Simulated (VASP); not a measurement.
# HfN (P2_1/m) in VASP: single point with PBEsol

Aim: the single point of HfN with PBEsol.

Program: VASP 6.6.1. These are calculated values, not measurements. Logs are shortened: lines on timing, memory, paths and dates and some standing lists are left out, and cuts for length are marked.

## Step 1: The cell of the first run

Symmetry: P2_1/m, No. 11, monoclinic system. Conventional cell: a = 3.074 Å, b = 5.391 Å, c = 3.128 Å, α = 90.00°, β = 118.27°, γ = 90.00°. Within 2.9 Å of Hf (site symmetry m) lie 6 N at 2.23 to 2.28 Å. Within 2.9 Å of N (site symmetry -1) lie 6 Hf at 2.23 to 2.28 Å and 2 N at 2.70 Å.

## Step 2: Single point, PBEsol (strain -0.0400 x Voigt [0, 0, 0, 0, 0, 1])

The input, INCAR:

```
SYSTEM = HfN
PREC     = Accurate       ! precision mode
ENCUT    = 520            ! plane-wave cutoff, eV
EDIFF    = 1E-7           ! SCF threshold, eV
ISMEAR   = 0              ! smearing method
SIGMA    = 0.15           ! smearing width, eV
LREAL    = .FALSE.        ! projectors in reciprocal space
LASPH    = .TRUE.         ! aspherical terms in the spheres
NELM     = 100            ! most SCF steps
ALGO     = Normal         ! electronic algorithm
ISIF     = 2              ! what is computed and relaxed
LWAVE    = .FALSE.        ! write WAVECAR
LCHARG   = .TRUE.         ! write CHGCAR
GGA      = PS             ! functional
LELF     = .TRUE.         ! ELF
LVHAR    = .TRUE.       
NBANDS   = 23             ! bands
```

The input, KPOINTS:

```
Automatic mesh
0
G
  18 18 10
  0 0 0
```

The input, POSCAR:

```
HfN
1.0
    3.1277073108     -0.0625541462      0.0000000000
   -1.6180271351      2.7399510598      0.0000000000
    0.0000000000      0.0000000000      5.3909359352
Hf N
2 2
Direct
    0.6666666667      0.3333333333      0.7500000000
    0.3333333333      0.6666666667      0.2500000000
    0.0000000000      0.0000000000      0.0000000000
    0.0000000000      0.0000000000      0.5000000000
```

Potentials or basis: VASP PAW PBE potentials, release 64 (Hf_pv, N).

The run is started by

```sh
> cat potpaw_PBE.64/Hf_pv/POTCAR potpaw_PBE.64/N/POTCAR > POTCAR
> mpirun -np 1 vasp_std > vasp.out
```

OUTCAR:

```text
SYSTEM = HfN
   PREC = Accurate
   ENCUT = 520
   EDIFF = 1E-7
   ISMEAR = 0
   LREAL = .FALSE.
   LASPH = .TRUE.
   NELM = 100
   ISIF = 2
   GGA = PS

 ion  position               nearest neighbor table
   1  0.667  0.333  0.750-   3 2.23   4 2.23   3 2.25   4 2.25   3 2.28   4 2.28   2 3.23   2 3.23
                             2 3.24   2 3.24   2 3.26   2 3.26
   2  0.333  0.667  0.250-   3 2.23   4 2.23   3 2.25   4 2.25   3 2.28   4 2.28   1 3.23   1 3.23
                             1 3.24   1 3.24   1 3.26   1 3.26
   3  0.000  0.000  0.000-   1 2.23   2 2.23   1 2.25   2 2.25   1 2.28   2 2.28
   4  0.000  0.000  0.500-   1 2.23   2 2.23   1 2.25   2 2.25   1 2.28   2 2.28

  LATTYP: Found a simple monoclinic cell.
 ALAT       =     3.0736929687
 B/A-ratio  =     1.7538953923
 C/A-ratio  =     1.0177766034
 COS(beta)  =    -0.4736455831

  Lattice vectors:

 A1 = (   1.5096801757,   2.6773969136,   0.0000000000)
 A2 = (   0.0000000000,   0.0000000000,  -5.3909359352)
 A3 = (  -3.1277073108,   0.0625541462,   0.0000000000)

Analysis of symmetry for initial positions (statically):
=====================================================================
 Subroutine PRICEL returns:
 Original cell was already a primitive cell.

 Routine SETGRP: Setting up the symmetry group for a
 simple monoclinic supercell.

 Subroutine GETGRP returns: Found  4 space group operations
 (whereof  2 operations were pure point group operations)
 out of a pool of  4 trial point group operations.

The static configuration has the point symmetry S_2 .
 The point group associated with its full space group is C_2h.

Analysis of symmetry for dynamics (positions and initial velocities):
=====================================================================
 Subroutine PRICEL returns:
 Original cell was already a primitive cell.

 Routine SETGRP: Setting up the symmetry group for a
 simple monoclinic supercell.

 Subroutine GETGRP returns: Found  4 space group operations
 (whereof  2 operations were pure point group operations)
 out of a pool of  4 trial point group operations.

The dynamic configuration has the point symmetry S_2 .
 The point group associated with its full space group is C_2h.

 Subroutine INISYM returns: Found  4 space group operations
 (whereof  2 operations are pure point group operations),
 and found     1 'primitive' translations

----------------------------------------------------------------------------------------

                                     Primitive cell

  volume of cell :      45.6534

  direct lattice vectors                    reciprocal lattice vectors
     3.127707311 -0.062554146  0.000000000     0.323544272  0.191063052  0.000000000
    -1.618027135  2.739951060  0.000000000     0.007386641  0.369332066  0.000000000
     0.000000000  0.000000000  5.390935935     0.000000000  0.000000000  0.185496547

  length of vectors
     3.128332790  3.182034510  5.390935935     0.375747237  0.369405925  0.185496547

  position of ions in fractional coordinates (direct lattice)
     0.666666667  0.333333333  0.750000000
     0.333333333  0.666666667  0.250000000
     0.000000000  0.000000000  0.000000000
     0.000000000  0.000000000  0.500000000

  ion indices of the primitive-cell ions
   primitive index   ion index
                 1           1
                 2           2
                 3           3
                 4           4

----------------------------------------------------------------------------------------

 KPOINTS: Automatic mesh

Automatic generation of k-mesh.
 Grid dimensions read from file:
 generate k-points for:   18   18   10

 Generating k-lattice:

  Cartesian coordinates                     Fractional coordinates (reciprocal lattice)
     0.017974682  0.010614614  0.000000000     0.055555556  0.000000000  0.000000000
     0.000410369  0.020518448  0.000000000     0.000000000  0.055555556  0.000000000
     0.000000000  0.000000000  0.018549655     0.000000000  0.000000000  0.100000000

  Length of vectors
     0.020874846  0.020522551  0.018549655

  Shift w.r.t. Gamma in fractional coordinates (k-lattice)
     0.000000000  0.000000000  0.000000000

 Subroutine IBZKPT returns following result:
 ===========================================

 Found    984 irreducible k-points:

 Following reciprocal coordinates:
            Coordinates               Weight
  0.000000  0.000000  0.000000      1.000000
  0.055556  0.000000  0.000000      2.000000
  0.111111  0.000000  0.000000      2.000000
  0.166667  0.000000  0.000000      2.000000
  0.222222  0.000000  0.000000      2.000000
  0.277778  0.000000  0.000000      2.000000
[... 16 lines left out ...]
 -0.333333  0.055556  0.000000      2.000000
 -0.277778  0.055556  0.000000      2.000000
 [... further k-points ...]
   k-points           NKPTS =    984   k-points in BZ     NKDIM =    984   number of bands    NBANDS=     23
   number of dos      NEDOS =    301   number of ions     NIONS =      4
   total plane-waves  NPLWV =  23040
   dimension x,y,z NGX =    24 NGY =   24 NGZ =   40
   dimension x,y,z NGXF=    48 NGYF=   48 NGZF=   80
   ions per type =               2   2
   NGX,Y,Z   is equivalent  to a cutoff of  12.75, 12.54, 12.34 a.u.
   NGXF,Y,Z  is equivalent  to a cutoff of  25.51, 25.08, 24.67 a.u.
 SYSTEM =  HfN
   PREC   = accura    normal or accurate (medium, high low for compatibility)
   ISTART =      0    job   : 0-new  1-cont  2-samecut
   ICHARG =      2    charge: 1-file 2-atom 10-const
   ISPIN  =      1    spin polarized calculation?
   LNONCOLLINEAR =      F non collinear calculations
   LSORBIT =      F    spin-orbit coupling
   LASPH  =      T    aspherical Exc in radial PAW
   ENCUT  =  520.0 eV  38.22 Ry    6.18 a.u.   5.82  5.92 10.02*2*pi/ulx,y,z
   NELM   =    100;   NELMIN=  2; NELMDL= -5     # of ELM steps
   EDIFF  = 0.1E-06   stopping-criterion for ELM
   LREAL  =      F    real-space projection
   EDIFFG = 0.1E-05   stopping-criterion for IOM
   NSW    =      0    number of steps for IOM
   IBRION =     -1    ionic relax: 0-MD 1-quasi-New 2-CG
   NFREE  =      0    steps in history (QN), initial steepest desc. (CG)
   ISIF   =      2    stress and relaxation
   ISYM   =      2    0-nonsym 1-usesym 2-fastsym
   POTIM  = 0.5000    time-step for ionic-motion
   TEBEG  =    0.0;   TEEND  =   0.0 temperature during run
   PSTRESS=    0.0 pullay stress
   NELECT =      30.0000    total number of electrons
   NUPDOWN=      -1.0000    fix difference up-down
   EMIN   =  10.00;   EMAX   =-10.00  energy-range for DOS
   EFERMI =   0.00;   METHOD = LEGACY
   ISMEAR =     0;   SIGMA  =   0.15  broadening in eV -4-tet -1-fermi 0-gaus
   EFERMI_NEDOS =   21; number of points for ismear=-14 and -15
   IALGO  =     38    algorithm
   IMIX   =      4    mixing-type and parameters
     AMIX     =   0.40;   BMIX     =  1.00
     AMIX_MAG =   1.60;   BMIX_MAG =  1.00
  volume/ion in A,a.u.               =      11.41        77.02
  Fermi-wavevector in a.u.,A,eV,Ry     =   1.423282  2.689612 27.561736  2.025730
  Thomas-Fermi vector in A             =   2.543896
   LORBIT       =      0    0 simple, 1 ext, 2 COOP (PROOUT), +10 PAW based schemes
   GGA     = PS    functional components
   LHFCALC =     F    Hartree Fock is set to
   AEXX    =    0.0000 exact exchange contribution
   IVDW    =     0    specifies the selected vdW correction
   LEPSILON=     F    determine dielectric tensor
   LRPA    =     F    only Hartree local field effects (RPA)
 non-spin polarized calculation
 Gauss-broadening in eV      SIGMA  =   0.15
  energy-cutoff  :      520.00
  volume of cell :       45.65
 maximum number of plane-waves:      1250
   NGX = 11   NGY = 11   NGZ = 21

 number of electron      30.0000003 magnetization

 Free energy of the ion-electron system (eV)
  ---------------------------------------------------
  ext. energy  EPLUGINS =         0.00000000
  ---------------------------------------------------
  free energy    TOTEN  =       -45.82766656 eV

  energy without entropy =      -45.81861546  energy(sigma->0) =      -45.82314101

 E-fermi :   7.8315     XC(G=0): -12.9507

 val. band max:        7.8309929151   @ k =  -0.0000   0.2222   0.5000
 cond. band min:       7.8317448228   @ k =   0.3889   0.4444   0.5000
 fundamental gap:      0.0007519078
 Fermi energy:         7.8315052985

 k-point     1 :       0.0000    0.0000    0.0000
  band No.  band energies     occupation
      1     -23.8008      2.00000
      2     -22.8942      2.00000
      3     -22.8203      2.00000
      4     -22.7662      2.00000
      5     -22.7548      2.00000
      6     -22.7025      2.00000
[... 15 lines left out ...]
     22      13.3365      0.00000
     23      13.8163      0.00000

 k-point     2 :       0.0556    0.0000    0.0000
  band No.  band energies     occupation
      1     -23.7885      2.00000
      2     -22.8949      2.00000
      3     -22.8312      2.00000
      4     -22.7961      2.00000
      5     -22.7584      2.00000
      6     -22.7301      2.00000
[... 15 lines left out ...]
     22      13.3190      0.00000
     23      13.6973      0.00000

 k-point     3 :       0.1111    0.0000    0.0000
  band No.  band energies     occupation
      1     -23.7528      2.00000
      2     -22.8977      2.00000
      3     -22.8871      2.00000
      4     -22.8543      2.00000
      5     -22.8179      2.00000
      6     -22.7622      2.00000
[... 15 lines left out ...]
     22      13.2271      0.00000
     23      13.4363      0.00000
[... 495 lines left out ...]
 k-point    23 :      -0.3333    0.0556    0.0000
  band No.  band energies     occupation
      1     -23.4907      2.00000
      2     -23.4254      2.00000
      3     -23.2772      2.00000
      4     -23.0139      2.00000
      5     -22.9435      2.00000
      6     -22.8604      2.00000
[... 15 lines left out ...]
     22      13.8008      0.00000
     23      13.8261      0.00000

 k-point    24 :      -0.2778    0.0556    0.0000
  band No.  band energies     occupation
      1     -23.5772      2.00000
      2     -23.2638      2.00000
      3     -23.1549      2.00000
      4     -22.9587      2.00000
      5     -22.9233      2.00000
      6     -22.8303      2.00000
[... 15 lines left out ...]
     22      13.0217      0.00000
     23      13.5795      0.00000

 [... further k-points ...]

------------------------ aborting loop because EDIFF is reached ----------------------------------------

  FORCE on cell =-STRESS in cart. coord.  units (eV):
  Direction    XX          YY          ZZ          XY          YZ          ZX
  --------------------------------------------------------------------------------------
  -------------------------------------------------------------------------------------
  Total       -0.5751475     -0.4489011     -0.4816128      2.2729064      0.0000000      0.0000000
  in kB      -20.1844331    -15.7538965    -16.9018912     79.7661930      0.0000000      0.0000000
  external PRESSURE =     -17.6134069 kB  Pullay stress =       0.0000000 kB

 VOLUME and BASIS-vectors are now :
 -----------------------------------------------------------------------------
  energy-cutoff  :      520.00
  volume of cell :       45.65
      direct lattice vectors                 reciprocal lattice vectors
     3.127707311 -0.062554146  0.000000000     0.323544272  0.191063052  0.000000000
    -1.618027135  2.739951060  0.000000000     0.007386641  0.369332066  0.000000000
     0.000000000  0.000000000  5.390935935     0.000000000  0.000000000  0.185496547

 POSITION                                       TOTAL-FORCE (eV/Angst)
 -----------------------------------------------------------------------------------
      1.54580      0.87161      4.04320        -0.048130      0.013438      0.000000
     -0.03612      1.80578      1.34773         0.048130     -0.013438      0.000000
      0.00000      0.00000      0.00000         0.000000      0.000000      0.000000
      0.00000      0.00000      2.69547         0.000000      0.000000      0.000000
 -----------------------------------------------------------------------------------
    total drift:                               -0.000000      0.000000     -0.000000

  FREE ENERGIE OF THE ION-ELECTRON SYSTEM (eV)
  ---------------------------------------------------
  free  energy   TOTEN  =       -45.8276665624 eV

  energy  without entropy=      -45.8186154560  energy(sigma->0) =      -45.82314101
```

Wall time 7.3 min (1 thread of AMD EPYC 9R45 (Zen 5), shared host); peak memory 0.85 GiB.

What came out:

| Quantity | Value |
| --- | --- |
| Free energy | -45.8277 eV |
| Pressure | -1.8 GPa |
| Largest force | 0.050 eV/Å |
| Band gap on the k mesh | zero (bands 15 and 16 overlap by 2.39 eV) |

Forces on the atoms (eV/Å):
```
Hf  -0.048  0.013  0.000
Hf   0.048 -0.013  0.000
N    0.000  0.000  0.000
N    0.000  0.000  0.000
```

Caveat: the cell differs from its parent crystal (strain -0.0400 x Voigt [0, 0, 0, 0, 0, 1]); the PAW data sets were made with another functional, which shifts forces and pressure a little; spin-orbit coupling is left out, which moves the levels of the heavy elements.
